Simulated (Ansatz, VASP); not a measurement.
One calculation of HRh6, two programs

```xyz
14
Lattice="5.4166 0.0000 0.0000 -2.7083 4.6909 0.0000 0.0000 0.0000 22.2966" Properties=species:S:1:pos:R:3 pbc="T T T"
Rh    1.3541    0.7818    4.0000
Rh    0.0000    3.1273    4.0000
Rh    4.0624    0.7818    4.0000
Rh    2.7083    3.1273    4.0000
Rh    0.0000    1.5636    6.1489
Rh   -1.3541    3.9091    6.1489
Rh    2.7083    1.5636    6.1489
Rh    1.3541    3.9091    6.1489
Rh    0.0000    0.0000    8.2966
Rh   -1.3541    2.3455    8.2966
Rh    2.7083    0.0000    8.2966
Rh    1.3541    2.3455    8.2966
H     0.0000    1.8860    9.0666
H     0.0000    2.8050    9.0666
```

Alike in both runs: task single point; functional PBE; k mesh 6 × 6 × 1; occupations gaussian, width 0.1 eV; no spin polarisation.

|  | VASP | Ansatz |
| --- | --- | --- |
| version | VASP 6.6.1 | Ansatz 0.2.0 |
| potentials or method | VASP PAW PBE potentials, release 64 (Rh_pv, H), cutoff 520 eV | scalar-relativistic, plane waves, PAW |
| valence electrons in the cell | 182 | 206 |

```tsv
	VASP	Ansatz	Ansatz less VASP
gap on the k mesh at the Fermi level (eV)	none	none	-
rms of the force components (eV/Å)	1.103	1.090	-0.0134
work function, face that differs most (eV)	4.92	4.92	+0.003
```

Atom by atom the forces differ by 0.015 eV/Å (rms over components). A gap of «none» marks a metal or a gap that the smearing closes. VASP's potentials hold 182 valence electrons a cell and Ansatz's 206, so a difference there can come from the potentials and not from the codes.
